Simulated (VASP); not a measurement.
# HfC (Fm-3m) in VASP: notebook

HfC is run at these levels: r2SCAN; tasks: single point.

All numbers are computed with VASP 6.6.1; they aren't measurements. Logs are shortened: lines on timing, memory, paths and dates and some standing lists are left out, and cuts for length are marked.

## Step 1: The cell of the first run

It takes space group Fm-3m (No. 225, cubic). Conventional cell: a = 4.587 Å, b = 4.587 Å, c = 4.587 Å, α = 90.00°, β = 90.00°, γ = 90.00°. Hf (site symmetry m-3m) has 6 C at 2.29 Å within 3.0 Å. Within 3.0 Å of C (site symmetry m-3m) lie 6 Hf at 2.29 Å.

## Step 2: Single point, r2SCAN

File POSCAR:

```
HfC
1.0
    0.0000000000      2.2935772291      2.2935772291
    2.2935772291      0.0000000000      2.2935772291
    2.2935772291      2.2935772291      0.0000000000
Hf C
1 1
Direct
    0.5000000000      0.5000000000      0.5000000000
    0.0000000000      0.0000000000      0.0000000000
```

File INCAR.step1:

```
ALGO = Normal
EDIFF = 1E-4
ENCUT = 520
GGA = PE
ISMEAR = -1
LASPH = True
LCHARG = False
LREAL = False
LWAVE = True
NBANDS = 14
NELM = 60
PREC = Accurate
SIGMA = 0.05
```

File INCAR.step2:

```
ALGO = Normal
EDIFF = 1E-6
ENCUT = 520
ISIF = 2
ISMEAR = -1
ISTART = 1
LASPH = True
LCHARG = True
LELF = True
LMIXTAU = True
LREAL = False
LVHAR = True
LWAVE = False
METAGGA = R2SCAN
NBANDS = 14
NELM = 60
PREC = Accurate
SIGMA = 0.05
```

File KPOINTS:

```
k-points
0
Gamma
  10 10 10
```

Potentials or basis: VASP PAW PBE potentials, release 64 (Hf_pv, C).

Command:

```console
> cat potpaw_PBE.64/Hf_pv/POTCAR potpaw_PBE.64/C/POTCAR > POTCAR
> cp INCAR.step1 INCAR
> mpirun -np 1 vasp_std > vasp.out
> cp INCAR.step2 INCAR
> mpirun -np 1 vasp_std > vasp.out
```

OUTCAR:

```text
EDIFF = 1E-6
   ENCUT = 520
   ISIF = 2
   ISMEAR = -1
   ISTART = 1
   LASPH = True
   LREAL = False
   METAGGA = R2SCAN
   NELM = 60
   PREC = Accurate

 ion  position               nearest neighbor table
   1  0.500  0.500  0.500-   2 2.29   2 2.29   2 2.29   2 2.29   2 2.29   2 2.29
   2  0.000  0.000  0.000-   1 2.29   1 2.29   1 2.29   1 2.29   1 2.29   1 2.29

  LATTYP: Found a face centered cubic cell.
 ALAT       =     4.5871544582

  Lattice vectors:

 A1 = (   0.0000000000,   2.2935772291,   2.2935772291)
 A2 = (   2.2935772291,   0.0000000000,   2.2935772291)
 A3 = (   2.2935772291,   2.2935772291,   0.0000000000)

Analysis of symmetry for initial positions (statically):
=====================================================================
 Subroutine PRICEL returns:
 Original cell was already a primitive cell.

 Routine SETGRP: Setting up the symmetry group for a
 face centered cubic supercell.

 Subroutine GETGRP returns: Found 48 space group operations
 (whereof 48 operations were pure point group operations)
 out of a pool of 48 trial point group operations.

The static configuration has the point symmetry O_h .

Analysis of symmetry for dynamics (positions and initial velocities):
=====================================================================
 Subroutine PRICEL returns:
 Original cell was already a primitive cell.

 Routine SETGRP: Setting up the symmetry group for a
 face centered cubic supercell.

 Subroutine GETGRP returns: Found 48 space group operations
 (whereof 48 operations were pure point group operations)
 out of a pool of 48 trial point group operations.

The dynamic configuration has the point symmetry O_h .

 Subroutine INISYM returns: Found 48 space group operations
 (whereof 48 operations are pure point group operations),
 and found     1 'primitive' translations

----------------------------------------------------------------------------------------

                                     Primitive cell

  volume of cell :      24.1307

  direct lattice vectors                    reciprocal lattice vectors
     0.000000000  2.293577229  2.293577229    -0.218000072  0.218000072  0.218000072
     2.293577229  0.000000000  2.293577229     0.218000072 -0.218000072  0.218000072
     2.293577229  2.293577229  0.000000000     0.218000072  0.218000072 -0.218000072

  length of vectors
     3.243608024  3.243608024  3.243608024     0.377587200  0.377587200  0.377587200
[... 83 lines left out ...]
   EDIFFG = 0.1E-04   stopping-criterion for IOM
   NSW    =      0    number of steps for IOM
   IBRION =     -1    ionic relax: 0-MD 1-quasi-New 2-CG
   NFREE  =      0    steps in history (QN), initial steepest desc. (CG)
   ISIF   =      2    stress and relaxation
   ISYM   =      2    0-nonsym 1-usesym 2-fastsym
   POTIM  = 0.5000    time-step for ionic-motion
   TEBEG  =    0.0;   TEEND  =   0.0 temperature during run
   PSTRESS=    0.0 pullay stress
   NELECT =      14.0000    total number of electrons
   NUPDOWN=      -1.0000    fix difference up-down
   EMIN   =  10.00;   EMAX   =-10.00  energy-range for DOS
   EFERMI =   0.00;   METHOD = LEGACY
   ISMEAR =    -1;   SIGMA  =   0.05  broadening in eV -4-tet -1-fermi 0-gaus
   EFERMI_NEDOS =   21; number of points for ismear=-14 and -15
   IALGO  =     38    algorithm
   IMIX   =      4    mixing-type and parameters
     AMIX     =   0.40;   BMIX     =  1.00
     AMIX_MAG =   1.60;   BMIX_MAG =  1.00
  volume/ion in A,a.u.               =      12.07        81.42
  Fermi-wavevector in a.u.,A,eV,Ry     =   1.365403  2.580237 25.365681  1.864325
  Thomas-Fermi vector in A             =   2.491634
   LORBIT       =      0    0 simple, 1 ext, 2 COOP (PROOUT), +10 PAW based schemes
   METAGGA = R2SCAN    functional components
   LHFCALC =     F    Hartree Fock is set to
   AEXX    =    0.0000 exact exchange contribution
   IVDW    =     0    specifies the selected vdW correction
   LEPSILON=     F    determine dielectric tensor
   LRPA    =     F    only Hartree local field effects (RPA)
 non-spin polarized calculation
  energy-cutoff  :      520.00
  volume of cell :       24.13
 maximum number of plane-waves:       666
   NGX = 13   NGY = 13   NGZ = 13

 number of electron      14.0000001 magnetization

 Free energy of the ion-electron system (eV)
  ---------------------------------------------------
  ext. energy  EPLUGINS =         0.00000000
  ---------------------------------------------------
  free energy    TOTEN  =       -57.32162151 eV

  energy without entropy =      -57.31965513  energy(sigma->0) =      -57.32063832

 E-fermi :   6.2622     XC(G=0): -13.3305

 val. band max:        6.1886916089   @ k =   0.1000   0.0000   0.0000
 cond. band min:       6.3295218378   @ k =   0.2000   0.2000   0.0000
 fundamental gap:      0.1408302289
 Fermi energy:         6.2621758142

 k-point     1 :       0.0000    0.0000    0.0000
  band No.  band energies     occupation
      1     -24.3383      2.00000
      2     -24.3383      2.00000
      3     -24.3383      2.00000
      4      -7.0335      2.00000
      5       7.2413      0.00000
      6       7.2413      0.00000
      7       7.2413      0.00000
      8       7.8583      0.00000
      9       7.8583      0.00000
     10       7.8583      0.00000
     11       9.8829      0.00000
     12       9.8829      0.00000
     13      14.1874      0.00000
     14      18.0902      0.00000
[... 377 lines left out ...]
      1     -24.9132      2.00000
      2     -24.5677      2.00000
      3     -24.5434      2.00000
      4      -4.8845      2.00000
      5       2.2272      2.00000
      6       4.3437      2.00000
      7       5.4140      2.00000
      8       6.4974      0.01794
      9      12.0116      0.00000
     10      13.2712      0.00000
     11      13.3904      0.00000
     12      15.5146      0.00000
     13      19.0964      0.00000
     14      19.2214      0.00000

 [... further k-points ...]
[... 5 lines left out ...]
  --------------------------------------------------------------------------------------
  -------------------------------------------------------------------------------------
  Total        1.2410087      1.2410087      1.2410087      0.0000000      0.0000000      0.0000000
  in kB       82.3977415     82.3977415     82.3977415      0.0000000      0.0000000      0.0000000
  external PRESSURE =      82.3977415 kB  Pullay stress =       0.0000000 kB

 VOLUME and BASIS-vectors are now :
 -----------------------------------------------------------------------------
  energy-cutoff  :      520.00
  volume of cell :       24.13
      direct lattice vectors                 reciprocal lattice vectors
     0.000000000  2.293577229  2.293577229    -0.218000072  0.218000072  0.218000072
     2.293577229  0.000000000  2.293577229     0.218000072 -0.218000072  0.218000072
     2.293577229  2.293577229  0.000000000     0.218000072  0.218000072 -0.218000072

 POSITION                                       TOTAL-FORCE (eV/Angst)
 -----------------------------------------------------------------------------------
      2.29358      2.29358      2.29358         0.000000     -0.000000      0.000000
      0.00000      0.00000      0.00000         0.000000      0.000000     -0.000000
 -----------------------------------------------------------------------------------
    total drift:                                0.000000     -0.000000      0.000000

  FREE ENERGIE OF THE ION-ELECTRON SYSTEM (eV)
  ---------------------------------------------------
  free  energy   TOTEN  =       -57.3216215092 eV

  energy  without entropy=      -57.3196551349  energy(sigma->0) =      -57.32063832
```

OUTCAR.step1:

```text
EDIFF = 1E-4
   ENCUT = 520
   GGA = PE
   ISMEAR = -1
   LASPH = True
[... 628 lines left out ...]
      2.29358      2.29358      2.29358         0.000000      0.000000      0.000000
      0.00000      0.00000      0.00000        -0.000000      0.000000     -0.000000
 -----------------------------------------------------------------------------------
    total drift:                                0.000000     -0.000000      0.000000

  FREE ENERGIE OF THE ION-ELECTRON SYSTEM (eV)
  ---------------------------------------------------
  free  energy   TOTEN  =       -21.0145975748 eV

  energy  without entropy=      -21.0120068477  energy(sigma->0) =      -21.01330221
```

OSZICAR.step1:

```text
N       E                     dE             d eps       ncg     rms          rms(c)
DAV:   1     0.223129774793E+02    0.22313E+02   -0.80185E+03  1324   0.999E+02
DAV:   2    -0.226235041639E+02   -0.44936E+02   -0.42411E+02  1788   0.198E+02
DAV:   3    -0.241470914248E+02   -0.15236E+01   -0.15188E+01  1544   0.262E+01
DAV:   4    -0.241533653330E+02   -0.62739E-02   -0.62734E-02  1600   0.209E+00
DAV:   5    -0.241534039032E+02   -0.38570E-04   -0.38570E-04  1544   0.145E-01    0.612E+01
DAV:   6    -0.210650915806E+02    0.30883E+01   -0.11687E+01  1442   0.182E+01    0.436E+01
DAV:   7    -0.210271203634E+02    0.37971E-01   -0.52780E-01  1628   0.511E+00    0.250E+01
DAV:   8    -0.210197056051E+02    0.74148E-02   -0.55524E-02  1568   0.189E+00    0.550E+00
DAV:   9    -0.210148935146E+02    0.48121E-02   -0.18613E-02  1526   0.779E-01    0.197E+00
DAV:  10    -0.210145996303E+02    0.29388E-03   -0.13374E-03  1594   0.267E-01    0.458E-02
DAV:  11    -0.210145975748E+02    0.20555E-05   -0.65737E-05  1134   0.711E-02
   1 F= -.21014598E+02 E0= -.21013302E+02  d E =-.259073E-02
```

Wall time 25 s (1 thread of Intel Xeon Platinum 8488C (Sapphire Rapids), shared host); peak memory 0.15 GiB.

What came out:

| Property | Result |
| --- | --- |
| Free energy | -57.3216 eV |
| Pressure | 8.2 GPa |
| Band gap on the k mesh | zero (band 7 reaches 7.24 eV, above the bottom of band 8 at 5.76 eV) |

Caveat: the PAW data sets were made with another functional, which shifts forces and pressure a little; spin-orbit coupling is left out, which moves the levels of the heavy elements.

## Step 3: Single point, r2SCAN

This run uses another cell than the first one, of 12.32 Å³/atom, 1.021 times its volume.

File POSCAR:

```
HfC
1.0
    0.0000000000      2.3093955030      2.3093955030
    2.3093955030      0.0000000000      2.3093955030
    2.3093955030      2.3093955030      0.0000000000
Hf C
1 1
Direct
    0.5000000000      0.5000000000      0.5000000000
    0.0000000000      0.0000000000      0.0000000000
```

File INCAR.step1:

```
  PREC = Accurate
  ENCUT = 520
  ISMEAR = -1
  SIGMA = 0.05
  LREAL = F
  LASPH = T
  NELM = 80
  NBANDS = 14
  GGA = PE
  ALGO = Normal
  EDIFF = 1E-4
  LWAVE = T
  LCHARG = F
```

File INCAR.step2:

```
  PREC = Accurate
  ENCUT = 520
  EDIFF = 1E-7
  ISMEAR = -1
  SIGMA = 0.05
  LREAL = F
  LASPH = T
  NELM = 80
  ALGO = Normal
  ISIF = 2
  LWAVE = F
  LCHARG = T
  METAGGA = R2SCAN
  LMIXTAU = T
  LELF = T
  LVHAR = T
  NBANDS = 14
  ISTART = 1
```

File KPOINTS:

```
Automatic mesh
0
Gamma
  10 10 10
```

Potentials or basis: VASP PAW PBE potentials, release 64 (Hf_pv, C).

Command:

```console
> cat potpaw_PBE.64/Hf_pv/POTCAR potpaw_PBE.64/C/POTCAR > POTCAR
> cp INCAR.step1 INCAR
> mpirun -np 1 vasp_std > vasp.out
> cp INCAR.step2 INCAR
> mpirun -np 1 vasp_std > vasp.out
```

Wall time 35 s (1 thread of Intel Xeon Platinum 8488C (Sapphire Rapids), shared host); peak memory 0.15 GiB.

Results (log left out):

```
Free energy            : -57.3388 eV
Pressure               : 2.6 GPa
Band gap on the k mesh : zero (band 7 reaches 7.07 eV, above the bottom of band 8 at 5.59 eV)
```

Levels at points of the mesh, in eV from the Fermi level:
| k point | band 4 | band 5 | band 6 | band 7 | band 8 | band 9 | band 10 | band 11 |
| --- | --- | --- | --- | --- | --- | --- | --- | --- |
| (0.00, 0.00, 0.00) | -13.20 | 0.96 | 0.96 | 0.96 | 1.58 | 1.58 | 1.58 | 3.54 |
| (0.50, 0.00, 0.00) | -9.34 | -6.47 | -3.28 | -3.28 | 5.71 | 5.71 | 6.27 | 7.03 |
| (0.50, 0.50, 0.00) | -11.31 | -2.85 | -1.75 | -0.21 | -0.21 | 5.52 | 7.17 | 7.17 |

Caveat: the PAW data sets were made with another functional, which shifts forces and pressure a little; spin-orbit coupling is left out, which moves the levels of the heavy elements.

## Step 4: Single point, r2SCAN

This run uses another cell than the first one, of 12.57 Å³/atom, 1.042 times its volume.

File POSCAR:

```
HfC
1.0
    0.0000000000      2.3250000000      2.3250000000
    2.3250000000      0.0000000000      2.3250000000
    2.3250000000      2.3250000000      0.0000000000
Hf C
1 1
Direct
    0.5000000000      0.5000000000      0.5000000000
    0.0000000000      0.0000000000      0.0000000000
```

File INCAR.step1:

```
SYSTEM = HfC
PREC     = Accurate       ! precision mode
ENCUT    = 520            ! plane-wave cutoff, eV
ISMEAR   = -1             ! smearing method
SIGMA    = 0.05           ! smearing width, eV
LREAL    = .False.        ! projectors in reciprocal space
LASPH    = .True.         ! aspherical terms in the spheres
NELM     = 60             ! most SCF steps
NBANDS   = 14             ! bands
GGA      = PE             ! functional
ALGO     = Normal         ! electronic algorithm
EDIFF    = 1E-4           ! SCF threshold, eV
LWAVE    = .True.         ! write WAVECAR
LCHARG   = .False.        ! write CHGCAR
```

File INCAR.step2:

```
SYSTEM = HfC
PREC     = Accurate       ! precision mode
ENCUT    = 520            ! plane-wave cutoff, eV
EDIFF    = 1E-6           ! SCF threshold, eV
ISMEAR   = -1             ! smearing method
SIGMA    = 0.05           ! smearing width, eV
LREAL    = .False.        ! projectors in reciprocal space
LASPH    = .True.         ! aspherical terms in the spheres
NELM     = 60             ! most SCF steps
ALGO     = Normal         ! electronic algorithm
ISIF     = 2              ! what is computed and relaxed
LWAVE    = .False.        ! write WAVECAR
LCHARG   = .False.        ! write CHGCAR
METAGGA  = R2SCAN         ! meta-GGA
LMIXTAU  = .True.       
NBANDS   = 14             ! bands
ISTART   = 1
```

File KPOINTS:

```
regular mesh
0
Gamma
  10 10 10
  0 0 0
```

Potentials or basis: VASP PAW PBE potentials, release 64 (Hf_pv, C).

Command:

```console
> cat potpaw_PBE.64/Hf_pv/POTCAR potpaw_PBE.64/C/POTCAR > POTCAR
> cp INCAR.step1 INCAR
> mpirun -np 1 vasp_std > vasp.out
> cp INCAR.step2 INCAR
> mpirun -np 1 vasp_std > vasp.out
```

OUTCAR:

```text
SYSTEM = HfC
   PREC = Accurate
   ENCUT = 520
   EDIFF = 1E-6
   ISMEAR = -1
   LREAL = .False.
   LASPH = .True.
   NELM = 60
   ISIF = 2
   METAGGA = R2SCAN
   ISTART = 1

 ion  position               nearest neighbor table
   1  0.500  0.500  0.500-   2 2.33   2 2.33   2 2.33   2 2.33   2 2.33   2 2.33
   2  0.000  0.000  0.000-   1 2.33   1 2.33   1 2.33   1 2.33   1 2.33   1 2.33

  LATTYP: Found a face centered cubic cell.
 ALAT       =     4.6500000000

  Lattice vectors:

 A1 = (   0.0000000000,   2.3250000000,   2.3250000000)
 A2 = (   2.3250000000,   0.0000000000,   2.3250000000)
[... 584 lines left out ...]
     10      12.6431      0.00000
     11      12.7617      0.00000
     12      14.6936      0.00000
     13      18.1419      0.00000
     14      18.6420      0.00000

 [... further k-points ...]
[... 5 lines left out ...]
  --------------------------------------------------------------------------------------
  -------------------------------------------------------------------------------------
  Total       -0.3893317     -0.3893317     -0.3893317      0.0000000      0.0000000      0.0000000
  in kB      -24.8159839    -24.8159839    -24.8159839      0.0000000      0.0000000      0.0000000
  external PRESSURE =     -24.8159839 kB  Pullay stress =       0.0000000 kB

 VOLUME and BASIS-vectors are now :
 -----------------------------------------------------------------------------
  energy-cutoff  :      520.00
  volume of cell :       25.14
      direct lattice vectors                 reciprocal lattice vectors
     0.000000000  2.325000000  2.325000000    -0.215053763  0.215053763  0.215053763
     2.325000000  0.000000000  2.325000000     0.215053763 -0.215053763  0.215053763
     2.325000000  2.325000000  0.000000000     0.215053763  0.215053763 -0.215053763

 POSITION                                       TOTAL-FORCE (eV/Angst)
 -----------------------------------------------------------------------------------
      2.32500      2.32500      2.32500         0.000000      0.000000      0.000000
      0.00000      0.00000      0.00000        -0.000000      0.000000     -0.000000
 -----------------------------------------------------------------------------------
    total drift:                                0.000000     -0.000000      0.000000

  FREE ENERGIE OF THE ION-ELECTRON SYSTEM (eV)
  ---------------------------------------------------
  free  energy   TOTEN  =       -57.3391849966 eV

  energy  without entropy=      -57.3371470916  energy(sigma->0) =      -57.33816604
```

Wall time 31 s (1 thread of Intel Xeon Platinum 8488C (Sapphire Rapids), shared host); peak memory 0.15 GiB.

Results:

| Property | Result |
| --- | --- |
| Free energy | -57.3392 eV |
| Pressure | -2.5 GPa |
| Band gap on the k mesh | zero (band 7 reaches 6.90 eV, above the bottom of band 8 at 5.44 eV) |

Caveat: the PAW data sets were made with another functional, which shifts forces and pressure a little; spin-orbit coupling is left out, which moves the levels of the heavy elements.

## Step 5: Overview

| cell | gap on the mesh (eV) | pressure (GPa) |
| --- | --- | --- |
| a = 3.244 Å, angles 60.0°, 2 atoms | none | 8.2 |
| a = 3.266 Å, angles 60.0°, 2 atoms | none | 2.6 |
| a = 3.288 Å, angles 60.0°, 2 atoms | none | -2.5 |

Alike in all rows: task single point; level r2SCAN; potentials or basis VASP PAW PBE potentials, release 64 (Hf_pv, C); no spin polarisation; k mesh 10 × 10 × 10; cutoff (eV) 520; smearing fermi-dirac 0.05 eV.

Caveats: the PAW data sets were made with another functional, which shifts forces and pressure a little; spin-orbit coupling is left out, which moves the levels of the heavy elements.

Absolute energies hang on the potentials; compare differences alone.
